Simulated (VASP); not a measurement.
# CdSiSb2 (P-4m2) in VASP: notebook

The runs below take CdSiSb2 through single point, with PBE.

Everything below comes from runs of VASP 6.6.1. Logs are shortened: lines on timing, memory, paths and dates and some standing lists are left out, and cuts for length are marked.

**1. The cell of the first run**

It takes space group P-4m2 (No. 115, tetragonal). Conventional cell: a = 4.336 Å, b = 4.336 Å, c = 12.715 Å, α = 90.00°, β = 90.00°, γ = 90.00°. Within 3.6 Å of Cd (site symmetry 2mm) lie 4 Sb at 2.76 to 2.79 Å. Sb (site symmetry -4m2) has 4 Cd at 2.76 Å within 3.6 Å. Within 3.4 Å of Sb (site symmetry 2mm) lie 2 Si at 2.59 Å and 2 Cd at 2.79 Å. Within 3.5 Å of Sb (site symmetry -4m2) lie 4 Si at 2.62 Å. Si (site symmetry 2mm) has 4 Sb at 2.59 to 2.62 Å within 3.4 Å.

**2. Single point, PBE (29.88 Å³/atom)**

The input, INCAR:

```
ALGO     = Normal         # electronic algorithm
EDIFF    = 1E-6           # SCF threshold, eV
ENCUT    = 520            # plane-wave cutoff, eV
GGA      = PE             # functional
ISIF     = 2              # what is computed and relaxed
ISMEAR   = -1             # smearing method
LASPH    = True           # aspherical terms in the spheres
LCHARG   = False          # write CHGCAR
LREAL    = False          # projectors in reciprocal space
LWAVE    = False          # write WAVECAR
NBANDS   = 36             # bands
NELM     = 80             # most SCF steps
PREC     = Accurate       # precision mode
SIGMA    = 0.02           # smearing width, eV
```

The input, KPOINTS:

```
k-points
0
Gamma
  6 6 2
```

The input, POSCAR:

```
CdSiSb2
1.0
    4.3356075326      0.0000000000      0.0000000000
    0.0000000000      4.3356075326      0.0000000000
    0.0000000000      0.0000000000     12.7146676935
Cd Sb Si
2 4 2
Direct
    0.5000000000      0.0000000000      0.8657229403
    0.0000000000      0.5000000000      0.1342770597
    0.5000000000      0.5000000000      0.0000000000
    0.0000000000      0.0000000000      0.2726518327
    0.5000000000      0.5000000000      0.5000000000
    0.0000000000      0.0000000000      0.7273481673
    0.5000000000      0.0000000000      0.3847765776
    0.0000000000      0.5000000000      0.6152234224
```

Potentials or basis: VASP PAW PBE potentials, release 64 (Cd, Sb, Si).

The run is started by

```bash
$ cat potpaw_PBE.64/Cd/POTCAR potpaw_PBE.64/Sb/POTCAR potpaw_PBE.64/Si/POTCAR > POTCAR
$ mpirun -np 1 vasp_std > vasp.out
```

OUTCAR:

```text
EDIFF = 1E-6
   ENCUT = 520
   GGA = PE
   ISIF = 2
   ISMEAR = -1
   LASPH = True
   LREAL = False
   NELM = 80
   PREC = Accurate

 ion  position               nearest neighbor table
   1  0.500  0.000  0.866-   3 2.76   3 2.76   6 2.79   6 2.79
   2  0.000  0.500  0.134-   3 2.76   3 2.76   4 2.79   4 2.79
   3  0.500  0.500  0.000-   1 2.76   2 2.76   1 2.76   2 2.76
   4  0.000  0.000  0.273-   7 2.59   7 2.59   2 2.79   2 2.79
   5  0.500  0.500  0.500-   7 2.62   8 2.62   7 2.62   8 2.62
   6  0.000  0.000  0.727-   8 2.59   8 2.59   1 2.79   1 2.79
   7  0.500  0.000  0.385-   4 2.59   4 2.59   5 2.62   5 2.62
   8  0.000  0.500  0.615-   6 2.59   6 2.59   5 2.62   5 2.62

  LATTYP: Found a simple tetragonal cell.
 ALAT       =     4.3356075326
 C/A-ratio  =     2.9326150021

  Lattice vectors:

 A1 = (   4.3356075326,   0.0000000000,   0.0000000000)
 A2 = (   0.0000000000,   4.3356075326,   0.0000000000)
 A3 = (   0.0000000000,   0.0000000000,  12.7146676935)

Analysis of symmetry for initial positions (statically):
=====================================================================
 Subroutine PRICEL returns:
 Original cell was already a primitive cell.

 Routine SETGRP: Setting up the symmetry group for a
 simple tetragonal supercell.

 Subroutine GETGRP returns: Found  8 space group operations
 (whereof  8 operations were pure point group operations)
 out of a pool of 16 trial point group operations.

The static configuration has the point symmetry D_2d.

Analysis of symmetry for dynamics (positions and initial velocities):
=====================================================================
 Subroutine PRICEL returns:
 Original cell was already a primitive cell.

 Routine SETGRP: Setting up the symmetry group for a
 simple tetragonal supercell.

 Subroutine GETGRP returns: Found  8 space group operations
 (whereof  8 operations were pure point group operations)
 out of a pool of 16 trial point group operations.

The dynamic configuration has the point symmetry D_2d.

 Subroutine INISYM returns: Found  8 space group operations
 (whereof  8 operations are pure point group operations),
 and found     1 'primitive' translations

----------------------------------------------------------------------------------------

                                     Primitive cell

  volume of cell :     239.0039

  direct lattice vectors                    reciprocal lattice vectors
     4.335607533  0.000000000  0.000000000     0.230648183  0.000000000  0.000000000
     0.000000000  4.335607533  0.000000000     0.000000000  0.230648183  0.000000000
     0.000000000  0.000000000 12.714667693     0.000000000  0.000000000  0.078649323

  length of vectors
     4.335607533  4.335607533 12.714667693     0.230648183  0.230648183  0.078649323

  position of ions in fractional coordinates (direct lattice)
     0.500000000  0.000000000  0.865722940
     0.000000000  0.500000000  0.134277060
     0.500000000  0.500000000  0.000000000
     0.000000000  0.000000000  0.272651833
     0.500000000  0.500000000  0.500000000
     0.000000000  0.000000000  0.727348167
     0.500000000  0.000000000  0.384776578
     0.000000000  0.500000000  0.615223422

  ion indices of the primitive-cell ions
   primitive index   ion index
                 1           1
                 2           2
                 3           3
                 4           4
                 5           5
                 6           6
                 7           7
                 8           8

----------------------------------------------------------------------------------------

 KPOINTS: k-points

Automatic generation of k-mesh.
 Grid dimensions read from file:
 generate k-points for:    6    6    2

 Generating k-lattice:

  Cartesian coordinates                     Fractional coordinates (reciprocal lattice)
     0.038441364  0.000000000  0.000000000     0.166666667  0.000000000  0.000000000
     0.000000000  0.038441364  0.000000000     0.000000000  0.166666667  0.000000000
     0.000000000  0.000000000  0.039324661     0.000000000  0.000000000  0.500000000

  Length of vectors
     0.038441364  0.038441364  0.039324661

  Shift w.r.t. Gamma in fractional coordinates (k-lattice)
     0.000000000  0.000000000  0.000000000

 Subroutine IBZKPT returns following result:
 ===========================================

 Found     20 irreducible k-points:

 Following reciprocal coordinates:
            Coordinates               Weight
  0.000000  0.000000  0.000000      1.000000
  0.166667  0.000000  0.000000      4.000000
  0.333333  0.000000  0.000000      4.000000
  0.500000  0.000000  0.000000      2.000000
  0.166667  0.166667  0.000000      4.000000
  0.333333  0.166667  0.000000      8.000000
[... 12 lines left out ...]
  0.500000  0.333333  0.500000      4.000000
  0.500000  0.500000  0.500000      1.000000
   k-points           NKPTS =     20   k-points in BZ     NKDIM =     20   number of bands    NBANDS=     36
   number of dos      NEDOS =    301   number of ions     NIONS =      8
   total plane-waves  NPLWV =  98304
   dimension x,y,z NGX =    32 NGY =   32 NGZ =   96
   dimension x,y,z NGXF=    64 NGYF=   64 NGZF=  192
   ions per type =               2   4   2
   NGX,Y,Z   is equivalent  to a cutoff of  12.27, 12.27, 12.55 a.u.
   NGXF,Y,Z  is equivalent  to a cutoff of  24.54, 24.54, 25.10 a.u.
 SYSTEM =  unknown system
   PREC   = accura    normal or accurate (medium, high low for compatibility)
   ISTART =      0    job   : 0-new  1-cont  2-samecut
   ICHARG =      2    charge: 1-file 2-atom 10-const
   ISPIN  =      1    spin polarized calculation?
   LNONCOLLINEAR =      F non collinear calculations
   LSORBIT =      F    spin-orbit coupling
   LASPH  =      T    aspherical Exc in radial PAW
   ENCUT  =  520.0 eV  38.22 Ry    6.18 a.u.   8.06  8.06 23.64*2*pi/ulx,y,z
   NELM   =     80;   NELMIN=  2; NELMDL= -5     # of ELM steps
   EDIFF  = 0.1E-05   stopping-criterion for ELM
   LREAL  =      F    real-space projection
   EDIFFG = 0.1E-04   stopping-criterion for IOM
   NSW    =      0    number of steps for IOM
   IBRION =     -1    ionic relax: 0-MD 1-quasi-New 2-CG
   NFREE  =      0    steps in history (QN), initial steepest desc. (CG)
   ISIF   =      2    stress and relaxation
   ISYM   =      2    0-nonsym 1-usesym 2-fastsym
   POTIM  = 0.5000    time-step for ionic-motion
   TEBEG  =    0.0;   TEEND  =   0.0 temperature during run
   PSTRESS=    0.0 pullay stress
   NELECT =      52.0000    total number of electrons
   NUPDOWN=      -1.0000    fix difference up-down
   EMIN   =  10.00;   EMAX   =-10.00  energy-range for DOS
   EFERMI =   0.00;   METHOD = LEGACY
   ISMEAR =    -1;   SIGMA  =   0.02  broadening in eV -4-tet -1-fermi 0-gaus
   EFERMI_NEDOS =   21; number of points for ismear=-14 and -15
   IALGO  =     38    algorithm
   IMIX   =      4    mixing-type and parameters
     AMIX     =   0.40;   BMIX     =  1.00
     AMIX_MAG =   1.60;   BMIX_MAG =  1.00
  volume/ion in A,a.u.               =      29.88       201.61
  Fermi-wavevector in a.u.,A,eV,Ry     =   0.984633  1.860686 13.190872  0.969502
  Thomas-Fermi vector in A             =   2.115880
   LORBIT       =      0    0 simple, 1 ext, 2 COOP (PROOUT), +10 PAW based schemes
   GGA     = PE    functional components
   LHFCALC =     F    Hartree Fock is set to
   AEXX    =    0.0000 exact exchange contribution
   IVDW    =     0    specifies the selected vdW correction
   LEPSILON=     F    determine dielectric tensor
   LRPA    =     F    only Hartree local field effects (RPA)
 non-spin polarized calculation
  energy-cutoff  :      520.00
  volume of cell :      239.00
 maximum number of plane-waves:      6496
   NGX = 17   NGY = 17   NGZ = 47

 number of electron      51.9999984 magnetization

 Free energy of the ion-electron system (eV)
  ---------------------------------------------------
  ext. energy  EPLUGINS =         0.00000000
  ---------------------------------------------------
  free energy    TOTEN  =       -27.36548349 eV

  energy without entropy =      -27.36123696  energy(sigma->0) =      -27.36336022

 E-fermi :   4.5443     XC(G=0):  -8.9330

 val. band max:        4.4692073924   @ k =   0.1667   0.0000   0.0000
 cond. band min:       4.5454107925   @ k =   0.3333   0.0000   0.0000
 fundamental gap:      0.0762034001
 Fermi energy:         4.5443267657

 k-point     1 :       0.0000    0.0000    0.0000
  band No.  band energies     occupation
      1      -7.8800      2.00000
      2      -6.6006      2.00000
      3      -5.5919      2.00000
      4      -5.2953      2.00000
      5      -4.2748      2.00000
      6      -4.2063      2.00000
[... 28 lines left out ...]
     35       8.0991      0.00000
     36       8.4785      0.00000

 k-point     2 :       0.1667    0.0000    0.0000
  band No.  band energies     occupation
      1      -7.7087      2.00000
      2      -6.4794      2.00000
      3      -5.5425      2.00000
      4      -5.3004      2.00000
      5      -4.2500      2.00000
      6      -4.2000      2.00000
[... 28 lines left out ...]
     35       8.5024      0.00000
     36       8.6649      0.00000

 k-point     3 :       0.3333    0.0000    0.0000
  band No.  band energies     occupation
      1      -7.2357      2.00000
      2      -6.2732      2.00000
      3      -5.4975      2.00000
      4      -5.3135      2.00000
      5      -4.2007      2.00000
      6      -4.1851      2.00000
[... 28 lines left out ...]
     35       8.1513      0.00000
     36       8.8908      0.00000
[... 586 lines left out ...]
 k-point    19 :       0.5000    0.3333    0.5000
  band No.  band energies     occupation
      1      -6.1040      2.00000
      2      -5.7441      2.00000
      3      -5.3791      2.00000
      4      -5.2534      2.00000
      5      -4.2166      2.00000
      6      -4.1668      2.00000
[... 28 lines left out ...]
     35       9.0633      0.00000
     36       9.1162      0.00000

 k-point    20 :       0.5000    0.5000    0.5000
  band No.  band energies     occupation
      1      -5.7058      2.00000
      2      -5.3595      2.00000
      3      -5.3397      2.00000
      4      -5.2413      2.00000
      5      -4.2856      2.00000
      6      -4.2856      2.00000
[... 28 lines left out ...]
     35      10.1983      0.00000
     36      10.4071      0.00000

------------------------ aborting loop because EDIFF is reached ----------------------------------------

  FORCE on cell =-STRESS in cart. coord.  units (eV):
  Direction    XX          YY          ZZ          XY          YZ          ZX
  --------------------------------------------------------------------------------------
  -------------------------------------------------------------------------------------
  Total        4.6410607      4.6410607      4.5517560      0.0000000      0.0000000      0.0000000
  in kB       31.1116390     31.1116390     30.5129793      0.0000000      0.0000000      0.0000000
  external PRESSURE =      30.9120857 kB  Pullay stress =       0.0000000 kB

 VOLUME and BASIS-vectors are now :
 -----------------------------------------------------------------------------
  energy-cutoff  :      520.00
  volume of cell :      239.00
      direct lattice vectors                 reciprocal lattice vectors
     4.335607533  0.000000000  0.000000000     0.230648183  0.000000000  0.000000000
     0.000000000  4.335607533  0.000000000     0.000000000  0.230648183  0.000000000
     0.000000000  0.000000000 12.714667693     0.000000000  0.000000000  0.078649323

 POSITION                                       TOTAL-FORCE (eV/Angst)
 -----------------------------------------------------------------------------------
      2.16780      0.00000     11.00738         0.000000     -0.000000     -0.034409
      0.00000      2.16780      1.70729        -0.000000     -0.000000      0.034409
      2.16780      2.16780      0.00000        -0.000000     -0.000000      0.000000
      0.00000      0.00000      3.46668        -0.000000     -0.000000     -0.058261
      2.16780      2.16780      6.35733        -0.000000      0.000000      0.000000
      0.00000      0.00000      9.24799        -0.000000     -0.000000      0.058261
      2.16780      0.00000      4.89231        -0.000000     -0.000000      0.007484
      0.00000      2.16780      7.82236         0.000000      0.000000     -0.007484
 -----------------------------------------------------------------------------------
    total drift:                                0.000000      0.000000      0.000000

  FREE ENERGIE OF THE ION-ELECTRON SYSTEM (eV)
  ---------------------------------------------------
  free  energy   TOTEN  =       -27.3654834874 eV

  energy  without entropy=      -27.3612369614  energy(sigma->0) =      -27.36336022
```

It took 77 s on 1 thread of Intel Xeon 6975P-C (Granite Rapids), shared host; peak memory 0.39 GiB.

Results:

- Free energy: -27.3655 eV
- Pressure: 3.1 GPa
- Largest force: 0.058 eV/Å
- Band gap on the k mesh: zero (bands 26 and 27 overlap by 0.27 eV)

Forces on the atoms (eV/Å):
```
Cd   0.000  0.000 -0.034
Cd   0.000  0.000  0.034
Sb   0.000  0.000  0.000
Sb   0.000  0.000 -0.058
Sb   0.000  0.000  0.000
Sb   0.000  0.000  0.058
Si   0.000  0.000  0.007
Si   0.000  0.000 -0.007
```

Levels at points of the mesh, in eV from the Fermi level:
| k point | band 22 | band 23 | band 24 | band 25 | band 26 | band 27 | band 28 | band 29 | band 30 | band 31 |
| --- | --- | --- | --- | --- | --- | --- | --- | --- | --- | --- |
| (0.00, 0.00, 0.00) | -0.80 | -0.80 | -0.62 | -0.46 | -0.25 | 0.03 | 0.37 | 0.37 | 0.58 | 2.28 |
| (0.50, 0.00, 0.00) | -2.76 | -1.45 | -1.17 | -0.41 | -0.25 | -0.21 | 0.35 | 1.90 | 1.98 | 2.31 |
| (0.50, 0.50, 0.00) | -3.33 | -2.71 | -2.18 | -2.18 | -1.72 | 0.61 | 0.83 | 0.83 | 1.06 | 3.68 |
| (0.00, 0.00, 0.50) | -2.04 | -0.60 | -0.60 | -0.40 | -0.36 | 0.05 | 0.05 | 0.52 | 0.93 | 2.70 |
| (0.50, 0.00, 0.50) | -2.53 | -2.38 | -1.90 | -0.25 | 0.05 | 0.14 | 0.34 | 2.15 | 2.32 | 2.42 |
| (0.50, 0.50, 0.50) | -3.23 | -2.85 | -2.26 | -2.26 | -1.79 | 0.97 | 1.23 | 1.23 | 1.56 | 2.33 |

Caveat: the cell stands under pressure; spin-orbit coupling is left out, which moves the levels of the heavy elements.

(Part 1 of 2 ends here.)
